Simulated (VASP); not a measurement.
# GaAs in VASP: a series of runs

The runs below take GaAs through single point, with PBE+D3(BJ).

All numbers are computed with VASP 6.6.1; they aren't measurements. Logs are shortened: lines on timing, memory, paths and dates and some standing lists are left out, and cuts for length are marked.

## 1. The cell of the first run

The cell holds a slab with vacuum, 4 atoms: a = 4.014 Å, b = 4.014 Å, c = 18.096 Å, α = 90.00°, β = 90.00°, γ = 120.00°.

## 2. Single point, PBE+D3(BJ)

Contents of INCAR:

```
ALGO = Normal
DIPOL = 0.5 0.5 0.503
EDIFF = 1E-6
ENCUT = 520
GGA = PE
IDIPOL = 3
ISIF = 2
ISMEAR = 0
IVDW = 12
LASPH = True
LCHARG = True
LDIPOL = True
LELF = True
LREAL = False
LVACPOTAV = True
LVHAR = True
LWAVE = False
NBANDS = 26
NELM = 100
PREC = Accurate
SIGMA = 0.05
```

Contents of KPOINTS:

```
k-points
0
Gamma
  9 9 1
```

Contents of POSCAR:

```
GaAs
1.0
    4.0137031116      0.0000000000      0.0000000000
   -2.0068515558      3.4759688579      0.0000000000
    0.0000000000      0.0000000000     18.0964685844
As Ga
2 2
Direct
    0.0000000000      0.0000000000      0.3868158015
    0.3333333333      0.6666666667      0.5789786585
    0.3333333333      0.6666666667      0.4320894809
    0.6666666667      0.3333333333      0.6156557976
```

Potentials or basis: VASP PAW PBE potentials, release 64 (As, Ga_d).

Started as:

```
cat potpaw_PBE.64/As/POTCAR potpaw_PBE.64/Ga_d/POTCAR > POTCAR
mpirun -np 1 vasp_std > vasp.out
```

OUTCAR:

```text
EDIFF = 1E-6
   ENCUT = 520
   GGA = PE
   ISIF = 2
   ISMEAR = 0
   IVDW = 12
   LASPH = True
   LREAL = False
   NELM = 100
   PREC = Accurate
 IVDW          = 12

 ion  position               nearest neighbor table
   1  0.000  0.000  0.387-   3 2.46   3 2.46   3 2.46
   2  0.333  0.667  0.579-   4 2.41   4 2.41   4 2.41   3 2.66
   3  0.333  0.667  0.432-   1 2.46   1 2.46   1 2.46   2 2.66
   4  0.667  0.333  0.616-   2 2.41   2 2.41   2 2.41

  LATTYP: Found a hexagonal cell.
 ALAT       =     4.0137031116
 C/A-ratio  =     4.5086714391

  Lattice vectors:

 A1 = (   4.0137031116,   0.0000000000,   0.0000000000)
 A2 = (  -2.0068515558,   3.4759688579,   0.0000000000)
 A3 = (   0.0000000000,   0.0000000000,  18.0964685844)

Analysis of symmetry for initial positions (statically):
=====================================================================
 Subroutine PRICEL returns:
 Original cell was already a primitive cell.

 Routine SETGRP: Setting up the symmetry group for a
 hexagonal supercell.

 Subroutine GETGRP returns: Found  6 space group operations
 (whereof  6 operations were pure point group operations)
 out of a pool of 24 trial point group operations.

The static configuration has the point symmetry C_3v.

Analysis of symmetry for dynamics (positions and initial velocities):
=====================================================================
 Subroutine PRICEL returns:
 Original cell was already a primitive cell.

 Routine SETGRP: Setting up the symmetry group for a
 hexagonal supercell.

 Subroutine GETGRP returns: Found  6 space group operations
 (whereof  6 operations were pure point group operations)
 out of a pool of 24 trial point group operations.

The dynamic configuration has the point symmetry C_3v.

 Subroutine INISYM returns: Found  6 space group operations
 (whereof  6 operations are pure point group operations),
 and found     1 'primitive' translations

----------------------------------------------------------------------------------------

                                     Primitive cell

  volume of cell :     252.4730

  direct lattice vectors                    reciprocal lattice vectors
     4.013703112  0.000000000  0.000000000     0.249146479  0.143844787  0.000000000
    -2.006851556  3.475968858  0.000000000     0.000000000  0.287689574  0.000000000
     0.000000000  0.000000000 18.096468584     0.000000000  0.000000000  0.055259400

  length of vectors
     4.013703112  4.013703112 18.096468584     0.287689574  0.287689574  0.055259400

  position of ions in fractional coordinates (direct lattice)
     0.000000000  0.000000000  0.386815801
     0.333333333  0.666666667  0.578978658
     0.333333333  0.666666667  0.432089481
     0.666666667  0.333333333  0.615655798

  ion indices of the primitive-cell ions
   primitive index   ion index
                 1           1
                 2           2
                 3           3
                 4           4

----------------------------------------------------------------------------------------

 KPOINTS: k-points

Automatic generation of k-mesh.
 Grid dimensions read from file:
 generate k-points for:    9    9    1

 Generating k-lattice:

  Cartesian coordinates                     Fractional coordinates (reciprocal lattice)
     0.027682942  0.015982754  0.000000000     0.111111111  0.000000000  0.000000000
     0.000000000  0.031965508  0.000000000     0.000000000  0.111111111  0.000000000
     0.000000000  0.000000000  0.055259400     0.000000000  0.000000000  1.000000000

  Length of vectors
     0.031965508  0.031965508  0.055259400

  Shift w.r.t. Gamma in fractional coordinates (k-lattice)
     0.000000000  0.000000000  0.000000000

 Subroutine IBZKPT returns following result:
 ===========================================

 Found     12 irreducible k-points:

 Following reciprocal coordinates:
            Coordinates               Weight
  0.000000  0.000000  0.000000      1.000000
  0.111111  0.000000  0.000000      6.000000
  0.222222  0.000000  0.000000      6.000000
  0.333333  0.000000  0.000000      6.000000
  0.444444  0.000000  0.000000      6.000000
  0.111111  0.111111  0.000000      6.000000
  0.222222  0.111111  0.000000     12.000000
  0.333333  0.111111  0.000000     12.000000
  0.444444  0.111111  0.000000      6.000000
  0.222222  0.222222  0.000000      6.000000
  0.333333  0.222222  0.000000     12.000000
  0.333333  0.333333  0.000000      2.000000
   k-points           NKPTS =     12   k-points in BZ     NKDIM =     12   number of bands    NBANDS=     26
   number of dos      NEDOS =    301   number of ions     NIONS =      4
   total plane-waves  NPLWV = 126000
   dimension x,y,z NGX =    30 NGY =   30 NGZ =  140
   dimension x,y,z NGXF=    60 NGYF=   60 NGZF=  280
   ions per type =               2   2
   NGX,Y,Z   is equivalent  to a cutoff of  12.43, 12.43, 12.86 a.u.
   NGXF,Y,Z  is equivalent  to a cutoff of  24.85, 24.85, 25.72 a.u.
 SYSTEM =  unknown system
   PREC   = accura    normal or accurate (medium, high low for compatibility)
   ISTART =      0    job   : 0-new  1-cont  2-samecut
   ICHARG =      2    charge: 1-file 2-atom 10-const
   ISPIN  =      1    spin polarized calculation?
   LNONCOLLINEAR =      F non collinear calculations
   LSORBIT =      F    spin-orbit coupling
   LASPH  =      T    aspherical Exc in radial PAW
   ENCUT  =  520.0 eV  38.22 Ry    6.18 a.u.   7.46  7.46 33.65*2*pi/ulx,y,z
   NELM   =    100;   NELMIN=  2; NELMDL= -5     # of ELM steps
   EDIFF  = 0.1E-05   stopping-criterion for ELM
   LREAL  =      F    real-space projection
   EDIFFG = 0.1E-04   stopping-criterion for IOM
   NSW    =      0    number of steps for IOM
   IBRION =     -1    ionic relax: 0-MD 1-quasi-New 2-CG
   NFREE  =      0    steps in history (QN), initial steepest desc. (CG)
   ISIF   =      2    stress and relaxation
   ISYM   =      2    0-nonsym 1-usesym 2-fastsym
   POTIM  = 0.5000    time-step for ionic-motion
   TEBEG  =    0.0;   TEEND  =   0.0 temperature during run
   PSTRESS=    0.0 pullay stress
   NELECT =      36.0000    total number of electrons
   NUPDOWN=      -1.0000    fix difference up-down
   EMIN   =  10.00;   EMAX   =-10.00  energy-range for DOS
   EFERMI =   0.00;   METHOD = LEGACY
   ISMEAR =     0;   SIGMA  =   0.05  broadening in eV -4-tet -1-fermi 0-gaus
   EFERMI_NEDOS =   21; number of points for ismear=-14 and -15
   IALGO  =     38    algorithm
   IMIX   =      4    mixing-type and parameters
     AMIX     =   0.40;   BMIX     =  1.00
     AMIX_MAG =   1.60;   BMIX_MAG =  1.00
  volume/ion in A,a.u.               =      63.12       425.94
  Fermi-wavevector in a.u.,A,eV,Ry     =   0.855272  1.616229  9.952517  0.731489
  Thomas-Fermi vector in A             =   1.971995
   LORBIT       =      0    0 simple, 1 ext, 2 COOP (PROOUT), +10 PAW based schemes
   GGA     = PE    functional components
   LHFCALC =     F    Hartree Fock is set to
   AEXX    =    0.0000 exact exchange contribution
   IVDW    =    12    specifies the selected vdW correction
   LEPSILON=     F    determine dielectric tensor
   LRPA    =     F    only Hartree local field effects (RPA)
 non-spin polarized calculation
 Gauss-broadening in eV      SIGMA  =   0.05
  energy-cutoff  :      520.00
  volume of cell :      252.47
 maximum number of plane-waves:      6843
 NGX is ok and might be reduce to    30
   NGX = 15   NGY = 15   NGZ = 67

 number of electron      35.9999975 magnetization

 dipolmoment           0.000000      0.000000     -0.159322 electrons x Angstroem

 Free energy of the ion-electron system (eV)
  ---------------------------------------------------
  ext. energy  EPLUGINS =         0.00000000
  ---------------------------------------------------
  free energy    TOTEN  =       -15.12932110 eV

  energy without entropy =      -15.12818391  energy(sigma->0) =      -15.12875250

 E-fermi :  -1.2026     XC(G=0):  -4.2415

 val. band max:       -1.2291581690   @ k =   0.0000   0.0000   0.0000
 cond. band min:      -1.1676712846   @ k =   0.3333   0.3333   0.0000
 fundamental gap:      0.0614868844
 Fermi energy:        -1.2026093175

 k-point     1 :       0.0000    0.0000    0.0000
  band No.  band energies     occupation
      1     -17.1415      2.00000
      2     -17.0548      2.00000
      3     -17.0548      2.00000
      4     -16.9903      2.00000
      5     -16.9903      2.00000
      6     -15.8234      2.00000
[... 18 lines left out ...]
     25       3.5607      0.00000
     26       3.5635      0.00000

 k-point     2 :       0.1111    0.0000    0.0000
  band No.  band energies     occupation
      1     -17.1390      2.00000
      2     -17.0586      2.00000
      3     -17.0539      2.00000
      4     -16.9920      2.00000
      5     -16.9872      2.00000
      6     -15.8201      2.00000
[... 18 lines left out ...]
     25       3.2885      0.00000
     26       3.6459      0.00000

 k-point     3 :       0.2222    0.0000    0.0000
  band No.  band energies     occupation
      1     -17.1351      2.00000
      2     -17.0662      2.00000
      3     -17.0522      2.00000
      4     -16.9961      2.00000
      5     -16.9786      2.00000
      6     -15.8124      2.00000
[... 18 lines left out ...]
     25       3.6325      0.00000
     26       4.0511      0.00000

 k-point     4 :       0.3333    0.0000    0.0000
  band No.  band energies     occupation
      1     -17.1358      2.00000
      2     -17.0700      2.00000
      3     -17.0511      2.00000
      4     -17.0004      2.00000
      5     -16.9679      2.00000
      6     -15.8060      2.00000
[... 18 lines left out ...]
     25       4.3171      0.00000
     26       4.6884      0.00000

 k-point     5 :       0.4444    0.0000    0.0000
  band No.  band energies     occupation
      1     -17.1392      2.00000
      2     -17.0698      2.00000
      3     -17.0507      2.00000
      4     -17.0030      2.00000
      5     -16.9605      2.00000
      6     -15.8042      2.00000
[... 18 lines left out ...]
     25       4.7097      0.00000
     26       5.0715      0.00000

 k-point     6 :       0.1111    0.1111    0.0000
  band No.  band energies     occupation
      1     -17.1357      2.00000
      2     -17.0643      2.00000
      3     -17.0528      2.00000
      4     -16.9946      2.00000
      5     -16.9816      2.00000
      6     -15.8145      2.00000
[... 18 lines left out ...]
     25       3.6665      0.00000
     26       3.9147      0.00000

 k-point     7 :       0.2222    0.1111    0.0000
  band No.  band energies     occupation
      1     -17.1338      2.00000
      2     -17.0696      2.00000
      3     -17.0520      2.00000
      4     -16.9982      2.00000
      5     -16.9726      2.00000
      6     -15.8071      2.00000
[... 18 lines left out ...]
     25       3.9100      0.00000
     26       4.4227      0.00000

 k-point     8 :       0.3333    0.1111    0.0000
  band No.  band energies     occupation
      1     -17.1360      2.00000
      2     -17.0704      2.00000
      3     -17.0519      2.00000
      4     -17.0013      2.00000
      5     -16.9643      2.00000
      6     -15.8026      2.00000
[... 18 lines left out ...]
     25       4.6729      0.00000
     26       5.0514      0.00000

 k-point     9 :       0.4444    0.1111    0.0000
  band No.  band energies     occupation
      1     -17.1377      2.00000
      2     -17.0698      2.00000
      3     -17.0519      2.00000
      4     -17.0025      2.00000
      5     -16.9610      2.00000
      6     -15.8018      2.00000
[... 18 lines left out ...]
     25       4.5844      0.00000
     26       5.2305      0.00000

 k-point    10 :       0.2222    0.2222    0.0000
  band No.  band energies     occupation
      1     -17.1333      2.00000
      2     -17.0711      2.00000
      3     -17.0528      2.00000
      4     -16.9998      2.00000
      5     -16.9671      2.00000
      6     -15.8011      2.00000
[... 18 lines left out ...]
     25       4.0705      0.00000
     26       4.4726      0.00000

 k-point    11 :       0.3333    0.2222    0.0000
  band No.  band energies     occupation
      1     -17.1338      2.00000
      2     -17.0703      2.00000
      3     -17.0539      2.00000
      4     -17.0006      2.00000
      5     -16.9642      2.00000
      6     -15.7973      2.00000
[... 18 lines left out ...]
     25       4.4457      0.00000
     26       5.0049      0.00000

 k-point    12 :       0.3333    0.3333    0.0000
  band No.  band energies     occupation
      1     -17.1325      2.00000
      2     -17.0702      2.00000
      3     -17.0549      2.00000
      4     -16.9999      2.00000
      5     -16.9650      2.00000
      6     -15.7941      2.00000
[... 18 lines left out ...]
     25       5.1122      0.00000
     26       5.3325      0.00000

------------------------ aborting loop because EDIFF is reached ----------------------------------------

 Edisp (eV)   -0.84079

 E8    (eV) :    -0.3918

  FORCE on cell =-STRESS in cart. coord.  units (eV):
  Direction    XX          YY          ZZ          XY          YZ          ZX
  --------------------------------------------------------------------------------------
  -------------------------------------------------------------------------------------
  Total       0.06578     0.06578    -0.35434     0.00000     0.00000    -0.00000
  in kB       0.41744     0.41744    -2.24865     0.00000     0.00000    -0.00000
  external pressure =       -0.47 kB  Pullay stress =        0.00 kB

 VOLUME and BASIS-vectors are now :
 -----------------------------------------------------------------------------
  energy-cutoff  :      520.00
  volume of cell :      252.47
      direct lattice vectors                 reciprocal lattice vectors
     4.013703112  0.000000000  0.000000000     0.249146479  0.143844787  0.000000000
    -2.006851556  3.475968858  0.000000000     0.000000000  0.287689574  0.000000000
     0.000000000  0.000000000 18.096468584     0.000000000  0.000000000  0.055259400

 POSITION                                       TOTAL-FORCE (eV/Angst)
 -----------------------------------------------------------------------------------
      0.00000      0.00000      7.00000         0.000000     -0.000000      0.464025
     -0.00000      2.31731     10.47747         0.000000     -0.000000      0.000302
     -0.00000      2.31731      7.81929        -0.000000     -0.000000     -0.474094
      2.00685      1.15866     11.14120        -0.000000      0.000000      0.009766
 -----------------------------------------------------------------------------------
    total drift:                               -0.000003      0.000001      0.000871

  FREE ENERGIE OF THE ION-ELECTRON SYSTEM (eV)
  ---------------------------------------------------
  free  energy   TOTEN  =       -15.9701110272 eV

  energy  without entropy=      -15.9689738351  energy(sigma->0) =      -15.96954243

 vacuum level on the upper side and lower side of the slab         2.012         4.078
```

Run time: 74 s. Hardware: 1 thread of Intel Xeon 6975P-C (Granite Rapids), shared host; peak memory 0.36 GiB.

Results:

```
Free energy                : -15.9701 eV
Largest force              : 0.474 eV/Å
Band gap on the k mesh     : 0.06 eV, indirect (least direct gap 0.07 eV)
Dispersion energy per atom : -0.210 eV
```

Forces on the atoms (eV/Å):
```
As   0.000  0.000  0.464
As   0.000  0.000  0.000
Ga   0.000  0.000 -0.474
Ga   0.000  0.000  0.010
```

Levels at points of the mesh, in eV from the valence-band top:
| k point | band 14 | band 15 | band 16 | band 17 | band 18 | band 19 | band 20 | band 21 | band 22 | band 23 |
| --- | --- | --- | --- | --- | --- | --- | --- | --- | --- | --- |
| (0.00, 0.00, 0.00) | -2.32 | -1.70 | -1.70 | 0.00 | 0.00 | 0.07 | 1.03 | 1.91 | 3.48 | 3.48 |

## 3. Single point, PBE+D3(BJ)

This run uses another cell than the first one, of 74.78 Å³/atom, 1.185 times its volume.

Contents of INCAR:

```
SYSTEM = GaAs
PREC = Accurate ; ENCUT = 520
EDIFF = 1E-6 ; ISMEAR = 0
SIGMA = 0.05 ; LREAL = .False.
LASPH = .True. ; NELM = 100
ALGO = Normal ; ISIF = 2
LWAVE = .False. ; LCHARG = .False.
LDIPOL = .True. ; IDIPOL = 3
DIPOL = 0.5 0.5 0.285 ; GGA = PE
IVDW = 12 ; NBANDS = 26
```

Contents of KPOINTS:

```
regular mesh
0
Gamma
  9 9 1
  0 0 0
```

Contents of POSCAR:

```
GaAs
1.0
    4.0137031116      0.0000000000      0.0000000000
   -2.0068515558      3.4759688579      0.0000000000
    0.0000000000      0.0000000000     21.4411958002
As Ga
2 2
Direct
    0.0000000000      0.0000000000      0.1865567591
    0.3333333333      0.6666666667      0.3487431006
    0.3333333333      0.6666666667      0.2247679543
    0.6666666667      0.3333333333      0.3796987759
```

Potentials or basis: VASP PAW PBE potentials, release 64 (As, Ga_d).

Started as:

```
cat potpaw_PBE.64/As/POTCAR potpaw_PBE.64/Ga_d/POTCAR > POTCAR
mpirun -np 1 vasp_std > vasp.out
```

Wall time 90 s (1 thread of Intel Xeon 6975P-C (Granite Rapids), shared host); peak memory 0.38 GiB.

It converged, with:

```yaml
Free_energy: -15.9688 eV
Largest_force: 0.474 eV/Å
Band_gap_on_the_k_mesh: 0.06 eV, indirect (the least direct gap lies 4.9 meV higher)
Dispersion_energy_per_atom: -0.210 eV
```

Forces in eV/Å, atoms in the order of the input:
```
As   0.000  0.000  0.464
As   0.000  0.000  0.000
Ga   0.000  0.000 -0.474
Ga   0.000  0.000  0.009
```

Levels at points of the mesh, in eV from the valence-band top:
| k point | band 16 | band 17 | band 18 | band 19 | band 20 | band 21 |
| --- | --- | --- | --- | --- | --- | --- |
| (0.00, 0.00, 0.00) | -1.70 | 0.00 | 0.00 | 0.07 | 1.03 | 1.91 |
